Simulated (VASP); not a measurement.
# Zn (Im-3m) in VASP: notebook

Zn is run at these levels: PBEsol; tasks: single point, relaxation of cell and atoms.

Everything below comes from runs of VASP 6.6.1. Logs are shortened: lines on timing, memory, paths and dates and some standing lists are left out, and cuts for length are marked.

### 1 The cell of the first run

The structure is cubic, space group Im-3m (No. 229). Conventional cell: a = 3.061 Å, b = 3.061 Å, c = 3.061 Å, α = 90.00°, β = 90.00°, γ = 90.00°. Zn (site symmetry m-3m) has 14 Zn at 2.65 to 3.06 Å within 3.5 Å.

### 2 Single point, PBEsol

Input file INCAR:

```
PREC     = Accurate       # precision mode
ENCUT    = 520            # plane-wave cutoff, eV
EDIFF    = 1E-6           # SCF threshold, eV
ISMEAR   = -1             # smearing method
SIGMA    = 0.05           # smearing width, eV
LREAL    = F              # projectors in reciprocal space
LASPH    = T              # aspherical terms in the spheres
NELM     = 80             # most SCF steps
ALGO     = Normal         # electronic algorithm
ISIF     = 2              # what is computed and relaxed
LWAVE    = F              # write WAVECAR
LCHARG   = F              # write CHGCAR
GGA      = PS             # functional
NBANDS   = 12             # bands
```

Input file KPOINTS:

```
regular mesh
0
Gamma
  19 19 19
```

Input file POSCAR:

```
Zn
1.0
   -1.5307457518      1.5307457518      1.5307457518
    1.5307457518     -1.5307457518      1.5307457518
    1.5307457518      1.5307457518     -1.5307457518
Zn
1
Direct
    0.0000000000      0.0000000000      0.0000000000
```

Potentials or basis: VASP PAW PBE potentials, release 64 (Zn).

On the command line:

```sh
$ cat potpaw_PBE.64/Zn/POTCAR > POTCAR
$ mpirun -np 1 vasp_std > vasp.out
```

OUTCAR:

```text
PREC = Accurate
   ENCUT = 520
   EDIFF = 1E-6
   ISMEAR = -1
   LREAL = F
   LASPH = T
   NELM = 80
   ISIF = 2
   GGA = PS

 ion  position               nearest neighbor table
   1  0.000  0.000  0.000-

  LATTYP: Found a body centered cubic cell.
 ALAT       =     3.0614915036

  Lattice vectors:

 A1 = (  -1.5307457518,   1.5307457518,   1.5307457518)
 A2 = (   1.5307457518,  -1.5307457518,   1.5307457518)
 A3 = (   1.5307457518,   1.5307457518,  -1.5307457518)

Analysis of symmetry for initial positions (statically):
=====================================================================
 Subroutine PRICEL returns:
 Original cell was already a primitive cell.

 Routine SETGRP: Setting up the symmetry group for a
 body centered cubic supercell.

 Subroutine GETGRP returns: Found 48 space group operations
 (whereof 48 operations were pure point group operations)
 out of a pool of 48 trial point group operations.

The static configuration has the point symmetry O_h .

Analysis of symmetry for dynamics (positions and initial velocities):
=====================================================================
 Subroutine PRICEL returns:
 Original cell was already a primitive cell.

 Routine SETGRP: Setting up the symmetry group for a
 body centered cubic supercell.

 Subroutine GETGRP returns: Found 48 space group operations
 (whereof 48 operations were pure point group operations)
 out of a pool of 48 trial point group operations.

The dynamic configuration has the point symmetry O_h .

 Subroutine INISYM returns: Found 48 space group operations
 (whereof 48 operations are pure point group operations),
 and found     1 'primitive' translations

----------------------------------------------------------------------------------------

                                     Primitive cell

  volume of cell :      14.3473

  direct lattice vectors                    reciprocal lattice vectors
    -1.530745752  1.530745752  1.530745752     0.000000000  0.326638176  0.326638176
     1.530745752 -1.530745752  1.530745752     0.326638176  0.000000000  0.326638176
     1.530745752  1.530745752 -1.530745752     0.326638176  0.326638176  0.000000000

  length of vectors
     2.651329416  2.651329416  2.651329416     0.461936138  0.461936138  0.461936138

  position of ions in fractional coordinates (direct lattice)
     0.000000000  0.000000000  0.000000000

  ion indices of the primitive-cell ions
   primitive index   ion index
                 1           1

----------------------------------------------------------------------------------------

 KPOINTS: regular mesh

Automatic generation of k-mesh.
 Grid dimensions read from file:
 generate k-points for:   19   19   19

 Generating k-lattice:

  Cartesian coordinates                     Fractional coordinates (reciprocal lattice)
     0.000000000  0.017191483  0.017191483     0.052631579  0.000000000  0.000000000
     0.017191483  0.000000000  0.017191483     0.000000000  0.052631579  0.000000000
     0.017191483  0.017191483  0.000000000     0.000000000  0.000000000  0.052631579

  Length of vectors
     0.024312428  0.024312428  0.024312428

  Shift w.r.t. Gamma in fractional coordinates (k-lattice)
     0.000000000  0.000000000  0.000000000

 Subroutine IBZKPT returns following result:
 ===========================================

 Found    220 irreducible k-points:

 Following reciprocal coordinates:
            Coordinates               Weight
  0.000000  0.000000  0.000000      1.000000
  0.052632  0.000000  0.000000     12.000000
  0.105263  0.000000  0.000000     12.000000
  0.157895  0.000000  0.000000     12.000000
  0.210526  0.000000  0.000000     12.000000
  0.263158  0.000000  0.000000     12.000000
[... 16 lines left out ...]
  0.263158  0.105263  0.000000     48.000000
  0.315789  0.105263  0.000000     48.000000
 [... further k-points ...]
   k-points           NKPTS =    220   k-points in BZ     NKDIM =    220   number of bands    NBANDS=     12
   number of dos      NEDOS =    301   number of ions     NIONS =      1
   total plane-waves  NPLWV =   8000
   dimension x,y,z NGX =    20 NGY =   20 NGZ =   20
   dimension x,y,z NGXF=    40 NGYF=   40 NGZF=   40
   ions per type =               1
   NGX,Y,Z   is equivalent  to a cutoff of  12.54, 12.54, 12.54 a.u.
   NGXF,Y,Z  is equivalent  to a cutoff of  25.08, 25.08, 25.08 a.u.
 SYSTEM =  unknown system
   PREC   = accura    normal or accurate (medium, high low for compatibility)
   ISTART =      0    job   : 0-new  1-cont  2-samecut
   ICHARG =      2    charge: 1-file 2-atom 10-const
   ISPIN  =      1    spin polarized calculation?
   LNONCOLLINEAR =      F non collinear calculations
   LSORBIT =      F    spin-orbit coupling
   LASPH  =      T    aspherical Exc in radial PAW
   ENCUT  =  520.0 eV  38.22 Ry    6.18 a.u.   4.93  4.93  4.93*2*pi/ulx,y,z
   NELM   =     80;   NELMIN=  2; NELMDL= -5     # of ELM steps
   EDIFF  = 0.1E-05   stopping-criterion for ELM
   LREAL  =      F    real-space projection
   EDIFFG = 0.1E-04   stopping-criterion for IOM
   NSW    =      0    number of steps for IOM
   IBRION =     -1    ionic relax: 0-MD 1-quasi-New 2-CG
   NFREE  =      0    steps in history (QN), initial steepest desc. (CG)
   ISIF   =      2    stress and relaxation
   ISYM   =      2    0-nonsym 1-usesym 2-fastsym
   POTIM  = 0.5000    time-step for ionic-motion
   TEBEG  =    0.0;   TEEND  =   0.0 temperature during run
   PSTRESS=    0.0 pullay stress
   NELECT =      12.0000    total number of electrons
   NUPDOWN=      -1.0000    fix difference up-down
   EMIN   =  10.00;   EMAX   =-10.00  energy-range for DOS
   EFERMI =   0.00;   METHOD = LEGACY
   ISMEAR =    -1;   SIGMA  =   0.05  broadening in eV -4-tet -1-fermi 0-gaus
   EFERMI_NEDOS =   21; number of points for ismear=-14 and -15
   IALGO  =     38    algorithm
   IMIX   =      4    mixing-type and parameters
     AMIX     =   0.40;   BMIX     =  1.00
     AMIX_MAG =   1.60;   BMIX_MAG =  1.00
  volume/ion in A,a.u.               =      14.35        96.82
  Fermi-wavevector in a.u.,A,eV,Ry     =   1.542454  2.914815 32.370491  2.379164
  Thomas-Fermi vector in A             =   2.648256
   LORBIT       =      0    0 simple, 1 ext, 2 COOP (PROOUT), +10 PAW based schemes
   GGA     = PS    functional components
   LHFCALC =     F    Hartree Fock is set to
   AEXX    =    0.0000 exact exchange contribution
   IVDW    =     0    specifies the selected vdW correction
   LEPSILON=     F    determine dielectric tensor
   LRPA    =     F    only Hartree local field effects (RPA)
 non-spin polarized calculation
  energy-cutoff  :      520.00
  volume of cell :       14.35
 maximum number of plane-waves:       402
   NGX =  9   NGY =  9   NGZ =  9

 number of electron      11.9999988 magnetization

 Free energy of the ion-electron system (eV)
  ---------------------------------------------------
  ext. energy  EPLUGINS =         0.00000000
  ---------------------------------------------------
  free energy    TOTEN  =        -1.49287944 eV

  energy without entropy =       -1.48986222  energy(sigma->0) =       -1.49137083

 E-fermi :   3.5859     XC(G=0): -12.0232

 val. band max:        3.5822945966   @ k =  -0.3684  -0.3684   0.0526
 cond. band min:       3.5910736242   @ k =  -0.4211  -0.4211   0.1053
 fundamental gap:      0.0087790276
 Fermi energy:         3.5858502891

 k-point     1 :       0.0000    0.0000    0.0000
  band No.  band energies     occupation
      1      -7.5027      2.00000
      2      -4.4758      2.00000
      3      -4.4758      2.00000
      4      -4.4758      2.00000
      5      -3.9037      2.00000
      6      -3.9037      2.00000
      7      23.6501      0.00000
      8      23.6501      0.00000
      9      23.6501      0.00000
     10      24.8431      0.00000
     11      24.8431      0.00000
     12      24.8431      0.00000

 k-point     2 :       0.0526    0.0000    0.0000
  band No.  band energies     occupation
      1      -7.4105      2.00000
      2      -4.4854      2.00000
      3      -4.4739      2.00000
      4      -4.4523      2.00000
      5      -3.9130      2.00000
      6      -3.9031      2.00000
      7      22.1145      0.00000
      8      22.8613      0.00000
      9      23.1437      0.00000
     10      24.0628      0.00000
     11      24.1565      0.00000
     12      24.6693      0.00000

 k-point     3 :       0.1053    0.0000    0.0000
  band No.  band energies     occupation
      1      -7.1373      2.00000
      2      -4.5130      2.00000
      3      -4.4677      2.00000
      4      -4.3839      2.00000
      5      -3.9366      2.00000
      6      -3.9013      2.00000
      7      19.3377      0.00000
      8      21.4847      0.00000
      9      21.9696      0.00000
     10      23.1146      0.00000
     11      23.4586      0.00000
     12      24.8590      0.00000
[... 286 lines left out ...]
 k-point    23 :       0.2632    0.1053    0.0000
  band No.  band energies     occupation
      1      -5.1541      2.00000
      2      -4.6985      2.00000
      3      -4.1607      2.00000
      4      -3.9944      2.00000
      5      -3.8520      2.00000
      6      -3.0118      2.00000
      7       9.1253      0.00000
      8      13.9746      0.00000
      9      16.9421      0.00000
     10      21.7064      0.00000
     11      24.4146      0.00000
     12      26.4916      0.00000

 k-point    24 :       0.3158    0.1053    0.0000
  band No.  band energies     occupation
      1      -5.1163      2.00000
      2      -4.7450      2.00000
      3      -4.0150      2.00000
      4      -3.9547      2.00000
      5      -3.7910      2.00000
      6      -1.9965      2.00000
      7       6.8879      0.00000
      8      13.3843      0.00000
      9      16.3526      0.00000
     10      21.3285      0.00000
     11      24.1904      0.00000
     12      27.4714      0.00000

 [... further k-points ...]
[... 5 lines left out ...]
  --------------------------------------------------------------------------------------
  -------------------------------------------------------------------------------------
  Total        0.0369250      0.0369250      0.0369250      0.0000000     -0.0000000      0.0000000
  in kB        4.1234559      4.1234559      4.1234559      0.0000000     -0.0000000      0.0000000
  external PRESSURE =       4.1234559 kB  Pullay stress =       0.0000000 kB

 VOLUME and BASIS-vectors are now :
 -----------------------------------------------------------------------------
  energy-cutoff  :      520.00
  volume of cell :       14.35
      direct lattice vectors                 reciprocal lattice vectors
    -1.530745752  1.530745752  1.530745752     0.000000000  0.326638176  0.326638176
     1.530745752 -1.530745752  1.530745752     0.326638176  0.000000000  0.326638176
     1.530745752  1.530745752 -1.530745752     0.326638176  0.326638176  0.000000000

 POSITION                                       TOTAL-FORCE (eV/Angst)
 -----------------------------------------------------------------------------------
      0.00000      0.00000      0.00000         0.000000     -0.000000      0.000000
 -----------------------------------------------------------------------------------
    total drift:                                0.000000     -0.000000      0.000000

  FREE ENERGIE OF THE ION-ELECTRON SYSTEM (eV)
  ---------------------------------------------------
  free  energy   TOTEN  =        -1.4928794359 eV

  energy  without entropy=       -1.4898622239  energy(sigma->0) =       -1.49137083
```

Wall time 15 s (1 thread of Intel Xeon Platinum 8488C (Sapphire Rapids), shared host); peak memory 0.15 GiB.

What came out:

- Free energy: -1.4929 eV
- Pressure: 0.4 GPa
- Band gap on the k mesh: zero (band 6 reaches 7.31 eV, above the bottom of band 7 at 2.64 eV)

Levels at points of the mesh, in eV from the Fermi level:
| k point | band 4 | band 5 | band 6 | band 7 | band 8 | band 9 |
| --- | --- | --- | --- | --- | --- | --- |
| (0.00, 0.00, 0.00) | -8.06 | -7.49 | -7.49 | 20.06 | 20.06 | 20.06 |

Caveat: the PAW data sets were made with another functional, which shifts forces and pressure a little.

### 3 Single point, PBEsol

Input file INCAR:

```
SYSTEM = Zn
PREC = Accurate ; ENCUT = 520
EDIFF = 1E-6 ; ISMEAR = -1
SIGMA = 0.05 ; LREAL = .False.
LASPH = .True. ; NELM = 80
ALGO = Normal ; ISIF = 2
LWAVE = .False. ; LCHARG = .False.
GGA = PS ; NBANDS = 12
```

Input file KPOINTS:

```
Automatic mesh
0
Gamma
  19 19 19
  0 0 0
```

POSCAR is that of step 2.

Potentials or basis: VASP PAW PBE potentials, release 64 (Zn).

On the command line:

```sh
$ cat potpaw_PBE.64/Zn/POTCAR > POTCAR
$ mpirun -np 1 vasp_std > vasp.out
```

OUTCAR:

```text
SYSTEM = Zn
   PREC = Accurate
   ENCUT = 520
   EDIFF = 1E-6
   ISMEAR = -1
   LREAL = .False.
   LASPH = .True.
   NELM = 80
   ISIF = 2
   GGA = PS

 ion  position               nearest neighbor table
   1  0.000  0.000  0.000-

  LATTYP: Found a body centered cubic cell.
 ALAT       =     3.0614915036

  Lattice vectors:

 A1 = (  -1.5307457518,   1.5307457518,   1.5307457518)
 A2 = (   1.5307457518,  -1.5307457518,   1.5307457518)
 A3 = (   1.5307457518,   1.5307457518,  -1.5307457518)

Analysis of symmetry for initial positions (statically):
=====================================================================
 Subroutine PRICEL returns:
 Original cell was already a primitive cell.

 Routine SETGRP: Setting up the symmetry group for a
 body centered cubic supercell.

 Subroutine GETGRP returns: Found 48 space group operations
 (whereof 48 operations were pure point group operations)
 out of a pool of 48 trial point group operations.

The static configuration has the point symmetry O_h .

Analysis of symmetry for dynamics (positions and initial velocities):
[... 158 lines left out ...]
 val. band max:        3.5822945966   @ k =  -0.3684  -0.3684   0.0526
 cond. band min:       3.5910736242   @ k =  -0.4211  -0.4211   0.1053
 fundamental gap:      0.0087790276
 Fermi energy:         3.5858502891

 k-point     1 :       0.0000    0.0000    0.0000
  band No.  band energies     occupation
      1      -7.5027      2.00000
      2      -4.4758      2.00000
      3      -4.4758      2.00000
      4      -4.4758      2.00000
      5      -3.9037      2.00000
      6      -3.9037      2.00000
      7      23.6501      0.00000
      8      23.6501      0.00000
      9      23.6501      0.00000
     10      24.8431      0.00000
     11      24.8431      0.00000
     12      24.8431      0.00000
[... 331 lines left out ...]
 k-point    24 :       0.3158    0.1053    0.0000
  band No.  band energies     occupation
      1      -5.1163      2.00000
      2      -4.7450      2.00000
      3      -4.0150      2.00000
      4      -3.9547      2.00000
      5      -3.7910      2.00000
      6      -1.9965      2.00000
      7       6.8879      0.00000
      8      13.3843      0.00000
      9      16.3526      0.00000
     10      21.3285      0.00000
     11      24.1904      0.00000
     12      27.4714      0.00000

 [... further k-points ...]
[... 5 lines left out ...]
  --------------------------------------------------------------------------------------
  -------------------------------------------------------------------------------------
  Total        0.0369250      0.0369250      0.0369250      0.0000000     -0.0000000      0.0000000
  in kB        4.1234559      4.1234559      4.1234559      0.0000000     -0.0000000      0.0000000
  external PRESSURE =       4.1234559 kB  Pullay stress =       0.0000000 kB

 VOLUME and BASIS-vectors are now :
 -----------------------------------------------------------------------------
  energy-cutoff  :      520.00
  volume of cell :       14.35
      direct lattice vectors                 reciprocal lattice vectors
    -1.530745752  1.530745752  1.530745752     0.000000000  0.326638176  0.326638176
     1.530745752 -1.530745752  1.530745752     0.326638176  0.000000000  0.326638176
     1.530745752  1.530745752 -1.530745752     0.326638176  0.326638176  0.000000000

 POSITION                                       TOTAL-FORCE (eV/Angst)
 -----------------------------------------------------------------------------------
      0.00000      0.00000      0.00000         0.000000     -0.000000      0.000000
 -----------------------------------------------------------------------------------
    total drift:                                0.000000     -0.000000      0.000000

  FREE ENERGIE OF THE ION-ELECTRON SYSTEM (eV)
  ---------------------------------------------------
  free  energy   TOTEN  =        -1.4928794359 eV

  energy  without entropy=       -1.4898622239  energy(sigma->0) =       -1.49137083
```

Run time: 16 s. Hardware: 1 thread of Intel Xeon Platinum 8488C (Sapphire Rapids), shared host; peak memory 0.14 GiB.

Results:

```
Free energy            : -1.4929 eV
Pressure               : 0.4 GPa
Band gap on the k mesh : zero (band 6 reaches 7.31 eV, above the bottom of band 7 at 2.64 eV)
```

Levels at points of the mesh, in eV from the Fermi level:
```csv
k point,band 4,band 5,band 6,band 7,band 8,band 9
"(0.00, 0.00, 0.00)",-8.06,-7.49,-7.49,20.06,20.06,20.06
```

Caveat: the PAW data sets were made with another functional, which shifts forces and pressure a little.

### 4 Relaxation of cell and atoms, PBEsol

This run uses another cell than the first one, of 14.15 Å³/atom, 0.986 times its volume.

Input file INCAR:

```
ALGO = Normal
EDIFF = 1E-6
EDIFFG = -0.005
ENCUT = 600
GGA = PS
IBRION = 2
ISIF = 3
ISMEAR = -1
LASPH = True
LCHARG = False
LREAL = False
LWAVE = False
NELM = 80
NSW = 60
PREC = Accurate
SIGMA = 0.05
```

Input file KPOINTS:

```
k-points
0
Gamma
  19 19 19
```

Input file POSCAR:

```
Zn
1.0
   -1.5238053889      1.5238053889      1.5238053889
    1.5238053889     -1.5238053889      1.5238053889
    1.5238053889      1.5238053889     -1.5238053889
Zn
1
Direct
    0.0000000000      0.0000000000      0.0000000000
```

On the command line:

```sh
$ cat potpaw_PBE.64/Zn/POTCAR > POTCAR
$ mpirun -np 1 vasp_std > vasp.out
```

It took 30 s on 1 thread of Intel Xeon Platinum 8488C (Sapphire Rapids), shared host; peak memory 0.17 GiB.

Results (log left out):

```yaml
Free_energy: -1.4927 eV
Relaxed_volume: 14.41 Å³/atom
Relaxed_cell: a = 2.655 Å, b = 2.655 Å, c = 2.655 Å, α = 109.47°, β = 109.47°, γ = 109.47°
Space_group_after_relaxing_to_0.05_Å: Im-3m (No. 229)
Energy_gained_by_relaxing: 1.2 meV/atom
Ionic_steps: 3
Pressure_after_relaxing: 0.0 GPa
Band_gap_on_the_k_mesh: zero (band 6 reaches 7.27 eV, above the bottom of band 7 at 2.60 eV)
```

The path:
| step | energy change (eV) | largest force (eV/Å) | pressure (GPa) | volume (Å³) |
| --- | --- | --- | --- | --- |
| 1 | 0.0000 | 0.0000 | 1.49 | 14.15 |
| 2 | -0.0011 | 0.0000 | -0.09 | 14.42 |
| 3 | -0.0012 | 0.0000 | -0.01 | 14.41 |

Final structure:
```
Zn
1.0
    -1.53290    1.53290    1.53290
     1.53290   -1.53290    1.53290
     1.53290    1.53290   -1.53290
Zn
1
Direct
  0.00000 0.00000 0.00000
```

Levels at points of the mesh, in eV from the Fermi level:
```tsv
k point	band 2	band 3	band 4	band 5	band 6	band 7	band 8	band 9	band 10
(0.00, 0.00, 0.00)	-8.05	-8.05	-8.05	-7.48	-7.48	19.99	19.99	19.99	21.22
```

Caveat: the PAW data sets were made with another functional, which shifts forces and pressure a little.
